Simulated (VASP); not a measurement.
# In (P6/mmm) in VASP: a series of runs

Runs on In. Level: PBE. Tasks: single point.

Program: VASP 6.6.1. These are calculated values, not measurements. Logs are shortened: lines on timing, memory, paths and dates and some standing lists are left out, and cuts for length are marked.

### 1 The cell of the first run

The structure is hexagonal, space group P6/mmm (No. 191). The conventional cell has a = 2.904 Å, b = 2.904 Å, c = 2.760 Å, α = 90.00°, β = 90.00°, γ = 120.00°. Within 3.6 Å of In (site symmetry 6/mmm) lie 8 In at 2.76 to 2.90 Å.

### 2 Single point, PBE

The input, INCAR:

```
ALGO = Normal
EDIFF = 1E-6
ENCUT = 520
GGA = PE
ISIF = 2
ISMEAR = -1
LASPH = True
LCHARG = False
LREAL = False
LWAVE = False
NBANDS = 12
NELM = 80
PREC = Accurate
SIGMA = 0.08
```

The input, KPOINTS:

```
k-points
0
Gamma
  15 15 14
```

The input, POSCAR:

```
In
1.0
    2.9035975863      0.0000000000      0.0000000000
   -1.4517987931      2.5145892721      0.0000000000
    0.0000000000      0.0000000000      2.7596321828
In
1
Direct
    0.0000000000      0.0000000000      0.0000000000
```

Potentials or basis: VASP PAW PBE potentials, release 64 (In_d).

On the command line:

```bash
cat potpaw_PBE.64/In_d/POTCAR > POTCAR
mpirun -np 1 vasp_std > vasp.out
```

OUTCAR:

```text
EDIFF = 1E-6
   ENCUT = 520
   GGA = PE
   ISIF = 2
   ISMEAR = -1
   LASPH = True
   LREAL = False
   NELM = 80
   PREC = Accurate

 ion  position               nearest neighbor table
   1  0.000  0.000  0.000-

  LATTYP: Found a hexagonal cell.
 ALAT       =     2.9035975863
 C/A-ratio  =     0.9504182659

  Lattice vectors:

 A1 = (   2.9035975863,   0.0000000000,   0.0000000000)
 A2 = (  -1.4517987931,   2.5145892721,   0.0000000000)
 A3 = (   0.0000000000,   0.0000000000,   2.7596321828)

Analysis of symmetry for initial positions (statically):
=====================================================================
 Subroutine PRICEL returns:
 Original cell was already a primitive cell.

 Routine SETGRP: Setting up the symmetry group for a
 hexagonal supercell.

 Subroutine GETGRP returns: Found 24 space group operations
 (whereof 24 operations were pure point group operations)
 out of a pool of 24 trial point group operations.

The static configuration has the point symmetry D_6h.

Analysis of symmetry for dynamics (positions and initial velocities):
=====================================================================
 Subroutine PRICEL returns:
 Original cell was already a primitive cell.

 Routine SETGRP: Setting up the symmetry group for a
 hexagonal supercell.

 Subroutine GETGRP returns: Found 24 space group operations
 (whereof 24 operations were pure point group operations)
 out of a pool of 24 trial point group operations.

The dynamic configuration has the point symmetry D_6h.

 Subroutine INISYM returns: Found 24 space group operations
 (whereof 24 operations are pure point group operations),
 and found     1 'primitive' translations

----------------------------------------------------------------------------------------

                                     Primitive cell

  volume of cell :      20.1491

  direct lattice vectors                    reciprocal lattice vectors
     2.903597586  0.000000000  0.000000000     0.344400341  0.198839630  0.000000000
    -1.451798793  2.514589272  0.000000000     0.000000000  0.397679260  0.000000000
     0.000000000  0.000000000  2.759632183     0.000000000  0.000000000  0.362367132

  length of vectors
     2.903597586  2.903597586  2.759632183     0.397679260  0.397679260  0.362367132

  position of ions in fractional coordinates (direct lattice)
     0.000000000  0.000000000  0.000000000

  ion indices of the primitive-cell ions
   primitive index   ion index
                 1           1
[... 69 lines left out ...]
   LASPH  =      T    aspherical Exc in radial PAW
   ENCUT  =  520.0 eV  38.22 Ry    6.18 a.u.   5.40  5.40  5.13*2*pi/ulx,y,z
   NELM   =     80;   NELMIN=  2; NELMDL= -5     # of ELM steps
   EDIFF  = 0.1E-05   stopping-criterion for ELM
   LREAL  =      F    real-space projection
   EDIFFG = 0.1E-04   stopping-criterion for IOM
   NSW    =      0    number of steps for IOM
   IBRION =     -1    ionic relax: 0-MD 1-quasi-New 2-CG
   NFREE  =      0    steps in history (QN), initial steepest desc. (CG)
   ISIF   =      2    stress and relaxation
   ISYM   =      2    0-nonsym 1-usesym 2-fastsym
   POTIM  = 0.5000    time-step for ionic-motion
   TEBEG  =    0.0;   TEEND  =   0.0 temperature during run
   PSTRESS=    0.0 pullay stress
   NELECT =      13.0000    total number of electrons
   NUPDOWN=      -1.0000    fix difference up-down
   EMIN   =  10.00;   EMAX   =-10.00  energy-range for DOS
   EFERMI =   0.00;   METHOD = LEGACY
   ISMEAR =    -1;   SIGMA  =   0.08  broadening in eV -4-tet -1-fermi 0-gaus
   EFERMI_NEDOS =   21; number of points for ismear=-14 and -15
   IALGO  =     38    algorithm
   IMIX   =      4    mixing-type and parameters
     AMIX     =   0.40;   BMIX     =  1.00
     AMIX_MAG =   1.60;   BMIX_MAG =  1.00
  volume/ion in A,a.u.               =      20.15       135.97
  Fermi-wavevector in a.u.,A,eV,Ry     =   1.414613  2.673231 27.227035  2.001131
  Thomas-Fermi vector in A             =   2.536137
   LORBIT       =      0    0 simple, 1 ext, 2 COOP (PROOUT), +10 PAW based schemes
   GGA     = PE    functional components
[... 5 lines left out ...]
 non-spin polarized calculation
  energy-cutoff  :      520.00
  volume of cell :       20.15
 maximum number of plane-waves:       563
 NGX is ok and might be reduce to    24
   NGX = 11   NGY = 11   NGZ = 11

 number of electron      12.9999995 magnetization

 Free energy of the ion-electron system (eV)
  ---------------------------------------------------
  ext. energy  EPLUGINS =         0.00000000
  ---------------------------------------------------
  free energy    TOTEN  =        -2.01107655 eV

  energy without entropy =       -2.00231096  energy(sigma->0) =       -2.00669376

 E-fermi :  10.7847     XC(G=0): -11.5188

 val. band max:       10.7072301265   @ k =   0.4000  -0.0000   0.2857
 cond. band min:      10.8203197761   @ k =   0.4000   0.1333   0.5000
 fundamental gap:      0.1130896496
 Fermi energy:        10.7847085436

 k-point     1 :       0.0000    0.0000    0.0000
  band No.  band energies     occupation
      1      -5.0679      2.00000
      2      -4.3574      2.00000
      3      -4.3574      2.00000
      4      -3.6016      2.00000
      5      -3.6016      2.00000
      6      -0.7542      2.00000
      7      19.2634      0.00000
      8      23.0620      0.00000
      9      23.0620      0.00000
     10      23.1303      0.00000
     11      23.5346      0.00000
     12      27.1072      0.00000
[... 331 lines left out ...]
 k-point    24 :       0.4000    0.2000    0.0000
  band No.  band energies     occupation
      1      -4.7247      2.00000
      2      -4.4013      2.00000
      3      -3.9434      2.00000
      4      -3.8114      2.00000
      5      -3.7756      2.00000
      6       6.8797      2.00000
      7       7.1927      2.00000
      8      12.3910      0.00000
      9      25.6229      0.00000
     10      26.2358      0.00000
     11      27.0716      0.00000
     12      29.1628      0.00000

 [... further k-points ...]
[... 5 lines left out ...]
  --------------------------------------------------------------------------------------
  -------------------------------------------------------------------------------------
  Total        3.5171820      3.5171820      3.5163724      0.0000000      0.0000000      0.0000000
  in kB      279.6731276    279.6731276    279.6087515      0.0000000      0.0000000      0.0000000
  external PRESSURE =     279.6516689 kB  Pullay stress =       0.0000000 kB

 VOLUME and BASIS-vectors are now :
 -----------------------------------------------------------------------------
  energy-cutoff  :      520.00
  volume of cell :       20.15
      direct lattice vectors                 reciprocal lattice vectors
     2.903597586  0.000000000  0.000000000     0.344400341  0.198839630  0.000000000
    -1.451798793  2.514589272  0.000000000     0.000000000  0.397679260  0.000000000
     0.000000000  0.000000000  2.759632183     0.000000000  0.000000000  0.362367132

 POSITION                                       TOTAL-FORCE (eV/Angst)
 -----------------------------------------------------------------------------------
      0.00000      0.00000      0.00000         0.000000      0.000000      0.000000
 -----------------------------------------------------------------------------------
    total drift:                               -0.000000      0.000000     -0.000000

  FREE ENERGIE OF THE ION-ELECTRON SYSTEM (eV)
  ---------------------------------------------------
  free  energy   TOTEN  =        -2.0110765486 eV

  energy  without entropy=       -2.0023109644  energy(sigma->0) =       -2.00669376
```

OSZICAR:

```text
N       E                     dE             d eps       ncg     rms          rms(c)
DAV:   1     0.782887566545E+02    0.78289E+02   -0.62928E+03  5276   0.150E+03
DAV:   2     0.132031307587E+01   -0.76968E+02   -0.74854E+02  5420   0.301E+02
DAV:   3    -0.200782788127E+01   -0.33281E+01   -0.33182E+01  6120   0.643E+01
DAV:   4    -0.207635157212E+01   -0.68524E-01   -0.68500E-01  6416   0.864E+00
DAV:   5    -0.207947357029E+01   -0.31220E-02   -0.31219E-02  7224   0.169E+00    0.448E+00
DAV:   6    -0.202550505732E+01    0.53969E-01   -0.72407E-02  6612   0.623E+00    0.214E+00
DAV:   7    -0.201224788778E+01    0.13257E-01   -0.22112E-02  8248   0.322E+00    0.404E-01
DAV:   8    -0.201106734610E+01    0.11805E-02   -0.14290E-03  6328   0.658E-01    0.344E-02
DAV:   9    -0.201107606430E+01   -0.87182E-05   -0.30157E-05  8156   0.841E-02    0.194E-02
DAV:  10    -0.201107654858E+01   -0.48428E-06   -0.23874E-06  6100   0.253E-02
   1 F= -.20110765E+01 E0= -.20066938E+01  d E =-.876558E-02
```

stdout:

```text
POSCAR found type information on POSCAR In
 POSCAR found :  1 types and       1 ions
 scaLAPACK will be used
 LDA part: xc-table for (Slater+PW92), standard interpolation
 POSCAR, INCAR and KPOINTS ok, starting setup
 FFT: planning ... GRIDC
 FFT: planning ... GRID_SOFT
 FFT: planning ... GRID
 WAVECAR not read
 entering main loop
```

Wall time 22 s (1 thread of AMD EPYC 9R45 (Zen 5), shared host); peak memory 0.14 GiB.

Results:

| Item | Value |
| --- | --- |
| Free energy | -2.0111 eV |
| Pressure | 28.0 GPa |

Caveat: spin-orbit coupling is left out, which moves the levels of the heavy elements.

### 3 Single point, PBE

The input, INCAR:

```
SYSTEM = In
  ALGO = Normal
  EDIFF = 1E-7
  ENCUT = 520
  GGA = PE
  ISIF = 2
  ISMEAR = -1
  LASPH = .True.
  LCHARG = .True.
  LELF = .True.
  LREAL = .False.
  LVHAR = .True.
  LWAVE = .False.
  NBANDS = 12
  NELM = 60
  PREC = Accurate
  SIGMA = 0.08
```

The input, KPOINTS:

```
k-points
0
Gamma
  15 15 14
  0 0 0
```

POSCAR is that of step 2.

Potentials or basis: VASP PAW PBE potentials, release 64 (In_d).

On the command line:

```bash
cat potpaw_PBE.64/In_d/POTCAR > POTCAR
mpirun -np 1 vasp_std > vasp.out
```

It took 26 s on 1 thread of AMD EPYC 9R45 (Zen 5), shared host; peak memory 0.14 GiB.

It converged, with:

```
Free energy : -2.0111 eV
Pressure    : 28.0 GPa
```

Levels at points of the mesh, in eV from the Fermi level:
```csv
k point,band 3,band 4,band 5,band 6,band 7,band 8,band 9,band 10,band 11,band 12
"(0.00, 0.00, 0.00)",-15.14,-14.39,-14.39,-11.54,8.48,12.28,12.28,12.35,12.75,16.32
"(0.00, 0.00, 0.50)",-15.02,-14.80,-14.80,-6.11,-5.14,15.04,16.03,17.58,17.58,18.05
```

Caveat: spin-orbit coupling is left out, which moves the levels of the heavy elements.
